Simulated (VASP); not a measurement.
# HgPI3 (P4mm) in VASP: single point with PBE

Aim: the single point of HgPI3 with PBE.

All numbers are computed with VASP 6.6.1; they aren't measurements. Logs are shortened: lines on timing, memory, paths and dates and some standing lists are left out, and cuts for length are marked.

## 1. The cell of the first run

Symmetry: P4mm, No. 99, tetragonal system. Conventional cell: a = 5.453 Å, b = 5.453 Å, c = 7.831 Å, α = 90.00°, β = 90.00°, γ = 90.00°. Within 3.5 Å of Hg (site symmetry 4mm) lie 5 I at 2.67 to 3.16 Å. Within 3.7 Å of P (site symmetry 4mm) lie 4 I at 2.79 Å. I (site symmetry 4mm) has 1 Hg at 2.67 Å within 3.5 Å. Within 3.7 Å of I (site symmetry 2mm) lie 2 P at 2.79 Å and 2 Hg at 3.16 Å.

## 2. Single point, PBE

The input, INCAR:

```
PREC = Accurate ; ENCUT = 520
EDIFF = 1E-6 ; ISMEAR = 0
SIGMA = 0.1 ; LREAL = F
LASPH = T ; NELM = 60
ALGO = Normal ; ISIF = 2
LWAVE = F ; LCHARG = F
GGA = PE ; NBANDS = 27
```

The input, KPOINTS:

```
regular mesh
0
Gamma
  8 8 6
```

The input, POSCAR:

```
HgPI3
1.0
    5.4530511534      0.0000000000      0.0000000000
    0.0000000000      5.4530511534      0.0000000000
    0.0000000000      0.0000000000      7.8306627543
Hg P I
1 1 3
Direct
    0.5000000000      0.5000000000      0.5615646807
    0.0000000000      0.0000000000      0.2812640720
    0.5000000000      0.5000000000      0.9031426862
    0.0000000000      0.5000000000      0.3570142806
    0.5000000000      0.0000000000      0.3570142806
```

Potentials or basis: VASP PAW PBE potentials, release 64 (Hg, P, I).

Command:

```
> cat potpaw_PBE.64/Hg/POTCAR potpaw_PBE.64/P/POTCAR potpaw_PBE.64/I/POTCAR > POTCAR
> mpirun -np 1 vasp_std > vasp.out
```

OUTCAR:

```text
PREC = Accurate
   ENCUT = 520
   EDIFF = 1E-6
   ISMEAR = 0
   LREAL = F
   LASPH = T
   NELM = 60
   ISIF = 2
   GGA = PE

 ion  position               nearest neighbor table
   1  0.500  0.500  0.562-   3 2.67   4 3.16   5 3.16   5 3.16   4 3.16
   2  0.000  0.000  0.281-   4 2.79   5 2.79   4 2.79   5 2.79
   3  0.500  0.500  0.903-   1 2.67
   4  0.000  0.500  0.357-   2 2.79   2 2.79   1 3.16   1 3.16
   5  0.500  0.000  0.357-   2 2.79   2 2.79   1 3.16   1 3.16

  LATTYP: Found a simple tetragonal cell.
 ALAT       =     5.4530511534
 C/A-ratio  =     1.4360149087

  Lattice vectors:

 A1 = (   5.4530511534,   0.0000000000,   0.0000000000)
 A2 = (   0.0000000000,   5.4530511534,   0.0000000000)
 A3 = (   0.0000000000,   0.0000000000,   7.8306627543)

Analysis of symmetry for initial positions (statically):
=====================================================================
 Subroutine PRICEL returns:
 Original cell was already a primitive cell.

 Routine SETGRP: Setting up the symmetry group for a
 simple tetragonal supercell.

 Subroutine GETGRP returns: Found  8 space group operations
 (whereof  8 operations were pure point group operations)
 out of a pool of 16 trial point group operations.

The static configuration has the point symmetry C_4v.

Analysis of symmetry for dynamics (positions and initial velocities):
=====================================================================
 Subroutine PRICEL returns:
 Original cell was already a primitive cell.

 Routine SETGRP: Setting up the symmetry group for a
 simple tetragonal supercell.

 Subroutine GETGRP returns: Found  8 space group operations
 (whereof  8 operations were pure point group operations)
 out of a pool of 16 trial point group operations.

The dynamic configuration has the point symmetry C_4v.

 Subroutine INISYM returns: Found  8 space group operations
 (whereof  8 operations are pure point group operations),
 and found     1 'primitive' translations

----------------------------------------------------------------------------------------

                                     Primitive cell

  volume of cell :     232.8508

  direct lattice vectors                    reciprocal lattice vectors
     5.453051153  0.000000000  0.000000000     0.183383572  0.000000000  0.000000000
     0.000000000  5.453051153  0.000000000     0.000000000  0.183383572  0.000000000
     0.000000000  0.000000000  7.830662754     0.000000000  0.000000000  0.127703112

  length of vectors
     5.453051153  5.453051153  7.830662754     0.183383572  0.183383572  0.127703112

  position of ions in fractional coordinates (direct lattice)
     0.500000000  0.500000000  0.561564681
     0.000000000  0.000000000  0.281264072
     0.500000000  0.500000000  0.903142686
     0.000000000  0.500000000  0.357014281
     0.500000000  0.000000000  0.357014281

  ion indices of the primitive-cell ions
   primitive index   ion index
                 1           1
                 2           2
                 3           3
                 4           4
                 5           5

----------------------------------------------------------------------------------------

 KPOINTS: regular mesh

Automatic generation of k-mesh.
 Grid dimensions read from file:
 generate k-points for:    8    8    6

 Generating k-lattice:

  Cartesian coordinates                     Fractional coordinates (reciprocal lattice)
     0.022922947  0.000000000  0.000000000     0.125000000  0.000000000  0.000000000
     0.000000000  0.022922947  0.000000000     0.000000000  0.125000000  0.000000000
     0.000000000  0.000000000  0.021283852     0.000000000  0.000000000  0.166666667

  Length of vectors
     0.022922947  0.022922947  0.021283852

  Shift w.r.t. Gamma in fractional coordinates (k-lattice)
     0.000000000  0.000000000  0.000000000

 Subroutine IBZKPT returns following result:
 ===========================================

 Found     60 irreducible k-points:

 Following reciprocal coordinates:
            Coordinates               Weight
  0.000000  0.000000  0.000000      1.000000
  0.125000  0.000000  0.000000      4.000000
  0.250000  0.000000  0.000000      4.000000
  0.375000  0.000000  0.000000      4.000000
  0.500000  0.000000  0.000000      2.000000
  0.125000  0.125000  0.000000      4.000000
[... 16 lines left out ...]
  0.375000  0.125000  0.166667     16.000000
  0.500000  0.125000  0.166667      8.000000
 [... further k-points ...]
   k-points           NKPTS =     60   k-points in BZ     NKDIM =     60   number of bands    NBANDS=     27
   number of dos      NEDOS =    301   number of ions     NIONS =      5
   total plane-waves  NPLWV = 105840
   dimension x,y,z NGX =    42 NGY =   42 NGZ =   60
   dimension x,y,z NGXF=    84 NGYF=   84 NGZF=  120
   ions per type =               1   1   3
   NGX,Y,Z   is equivalent  to a cutoff of  12.80, 12.80, 12.74 a.u.
   NGXF,Y,Z  is equivalent  to a cutoff of  25.61, 25.61, 25.48 a.u.
 SYSTEM =  unknown system
   PREC   = accura    normal or accurate (medium, high low for compatibility)
   ISTART =      0    job   : 0-new  1-cont  2-samecut
   ICHARG =      2    charge: 1-file 2-atom 10-const
   ISPIN  =      1    spin polarized calculation?
   LNONCOLLINEAR =      F non collinear calculations
   LSORBIT =      F    spin-orbit coupling
   LASPH  =      T    aspherical Exc in radial PAW
   ENCUT  =  520.0 eV  38.22 Ry    6.18 a.u.  10.14 10.14 14.56*2*pi/ulx,y,z
   NELM   =     60;   NELMIN=  2; NELMDL= -5     # of ELM steps
   EDIFF  = 0.1E-05   stopping-criterion for ELM
   LREAL  =      F    real-space projection
   EDIFFG = 0.1E-04   stopping-criterion for IOM
   NSW    =      0    number of steps for IOM
   IBRION =     -1    ionic relax: 0-MD 1-quasi-New 2-CG
   NFREE  =      0    steps in history (QN), initial steepest desc. (CG)
   ISIF   =      2    stress and relaxation
   ISYM   =      2    0-nonsym 1-usesym 2-fastsym
   POTIM  = 0.5000    time-step for ionic-motion
   TEBEG  =    0.0;   TEEND  =   0.0 temperature during run
   PSTRESS=    0.0 pullay stress
   NELECT =      38.0000    total number of electrons
   NUPDOWN=      -1.0000    fix difference up-down
   EMIN   =  10.00;   EMAX   =-10.00  energy-range for DOS
   EFERMI =   0.00;   METHOD = LEGACY
   ISMEAR =     0;   SIGMA  =   0.10  broadening in eV -4-tet -1-fermi 0-gaus
   EFERMI_NEDOS =   21; number of points for ismear=-14 and -15
   IALGO  =     38    algorithm
   IMIX   =      4    mixing-type and parameters
     AMIX     =   0.40;   BMIX     =  1.00
     AMIX_MAG =   1.60;   BMIX_MAG =  1.00
  volume/ion in A,a.u.               =      46.57       314.27
  Fermi-wavevector in a.u.,A,eV,Ry     =   0.894630  1.690606 10.889598  0.800363
  Thomas-Fermi vector in A             =   2.016859
   LORBIT       =      0    0 simple, 1 ext, 2 COOP (PROOUT), +10 PAW based schemes
   GGA     = PE    functional components
   LHFCALC =     F    Hartree Fock is set to
   AEXX    =    0.0000 exact exchange contribution
   IVDW    =     0    specifies the selected vdW correction
   LEPSILON=     F    determine dielectric tensor
   LRPA    =     F    only Hartree local field effects (RPA)
 non-spin polarized calculation
 Gauss-broadening in eV      SIGMA  =   0.10
  energy-cutoff  :      520.00
  volume of cell :      232.85
 maximum number of plane-waves:      6304
 NGX is ok and might be reduce to    42
   NGX = 21   NGY = 21   NGZ = 29

 number of electron      37.9999995 magnetization

 Free energy of the ion-electron system (eV)
  ---------------------------------------------------
  ext. energy  EPLUGINS =         0.00000000
  ---------------------------------------------------
  free energy    TOTEN  =        -9.07975057 eV

  energy without entropy =       -9.06601208  energy(sigma->0) =       -9.07288132

 E-fermi :   1.0728     XC(G=0):  -7.0112

 val. band max:        1.0688183274   @ k =   0.5000   0.1250   0.5000
 cond. band min:       1.0733508023   @ k =   0.5000   0.3750   0.0000
 fundamental gap:      0.0045324749
 Fermi energy:         1.0728067929

 k-point     1 :       0.0000    0.0000    0.0000
  band No.  band energies     occupation
      1     -13.0343      2.00000
      2     -11.7296      2.00000
      3     -10.8509      2.00000
      4      -7.4342      2.00000
      5      -5.8538      2.00000
      6      -5.8538      2.00000
[... 19 lines left out ...]
     26       6.0935      0.00000
     27       6.8874      0.00000

 k-point     2 :       0.1250    0.0000    0.0000
  band No.  band energies     occupation
      1     -12.9879      2.00000
      2     -11.7733      2.00000
      3     -10.8498      2.00000
      4      -7.5988      2.00000
      5      -5.8465      2.00000
      6      -5.8265      2.00000
[... 19 lines left out ...]
     26       6.0732      0.00000
     27       7.0255      0.00000

 k-point     3 :       0.2500    0.0000    0.0000
  band No.  band energies     occupation
      1     -12.8545      2.00000
      2     -11.9028      2.00000
      3     -10.8468      2.00000
      4      -7.9108      2.00000
      5      -5.8281      2.00000
      6      -5.7829      2.00000
[... 19 lines left out ...]
     26       6.5497      0.00000
     27       7.2943      0.00000

 k-point     4 :       0.3750    0.0000    0.0000
  band No.  band energies     occupation
      1     -12.6557      2.00000
      2     -12.1018      2.00000
      3     -10.8432      2.00000
      4      -8.1514      2.00000
      5      -5.8085      2.00000
      6      -5.7757      2.00000
[... 19 lines left out ...]
     26       7.2624      0.00000
     27       7.4718      0.00000
[... 516 lines left out ...]
      4      -8.0865      2.00000
      5      -5.8131      2.00000
      6      -5.7893      2.00000
[... 19 lines left out ...]
     26       6.6816      0.00000
     27       7.2326      0.00000

 k-point    23 :       0.3750    0.1250    0.1667
  band No.  band energies     occupation
      1     -12.6179      2.00000
      2     -12.1027      2.00000
      3     -10.8438      2.00000
      4      -8.3395      2.00000
      5      -5.7977      2.00000
      6      -5.7819      2.00000
[... 19 lines left out ...]
     26       7.1022      0.00000
     27       7.4552      0.00000

 k-point    24 :       0.5000    0.1250    0.1667
  band No.  band energies     occupation
      1     -12.4568      2.00000
      2     -12.2592      2.00000
      3     -10.8422      2.00000
      4      -8.4306      2.00000
      5      -5.7915      2.00000
      6      -5.7790      2.00000
[... 19 lines left out ...]
     26       7.2169      0.00000
     27       7.3271      0.00000

 [... further k-points ...]
[... 5 lines left out ...]
  --------------------------------------------------------------------------------------
  -------------------------------------------------------------------------------------
  Total       -0.0307504     -0.0307504      0.1197774      0.0000000      0.0000000      0.0000000
  in kB       -0.2115847     -0.2115847      0.8241529      0.0000000      0.0000000      0.0000000
  external PRESSURE =       0.1336612 kB  Pullay stress =       0.0000000 kB

 VOLUME and BASIS-vectors are now :
 -----------------------------------------------------------------------------
  energy-cutoff  :      520.00
  volume of cell :      232.85
      direct lattice vectors                 reciprocal lattice vectors
     5.453051153  0.000000000  0.000000000     0.183383572  0.000000000  0.000000000
     0.000000000  5.453051153  0.000000000     0.000000000  0.183383572  0.000000000
     0.000000000  0.000000000  7.830662754     0.000000000  0.000000000  0.127703112

 POSITION                                       TOTAL-FORCE (eV/Angst)
 -----------------------------------------------------------------------------------
      2.72653      2.72653      4.39742         0.000000      0.000000     -0.023688
      0.00000      0.00000      2.20248         0.000000      0.000000      0.009823
      2.72653      2.72653      7.07221         0.000000     -0.000000      0.036697
      0.00000      2.72653      2.79566        -0.000000      0.000000     -0.011416
      2.72653      0.00000      2.79566         0.000000      0.000000     -0.011416
 -----------------------------------------------------------------------------------
    total drift:                                0.000000     -0.000000      0.000138

  FREE ENERGIE OF THE ION-ELECTRON SYSTEM (eV)
  ---------------------------------------------------
  free  energy   TOTEN  =        -9.0797505680 eV

  energy  without entropy=       -9.0660120794  energy(sigma->0) =       -9.07288132
```

Run time: 3.9 min. Hardware: 1 thread of Intel Xeon 6975P-C (Granite Rapids), shared host; peak memory 0.56 GiB.

What came out:

```yaml
Free_energy: -9.0798 eV
Pressure: 0.0 GPa
Largest_force: 0.037 eV/Å
Band_gap_on_the_k_mesh: zero (bands 19 and 20 overlap by 0.18 eV)
```

Forces in eV/Å, atoms in the order of the input:
```
Hg   0.000  0.000 -0.024
P    0.000  0.000  0.010
I    0.000  0.000  0.037
I    0.000  0.000 -0.011
I    0.000  0.000 -0.011
```

Caveat: spin-orbit coupling is left out, which moves the levels of the heavy elements; this functional lacks dispersion, which binds layers or chains, so the pressure and a relaxed spacing across them are unreliable.
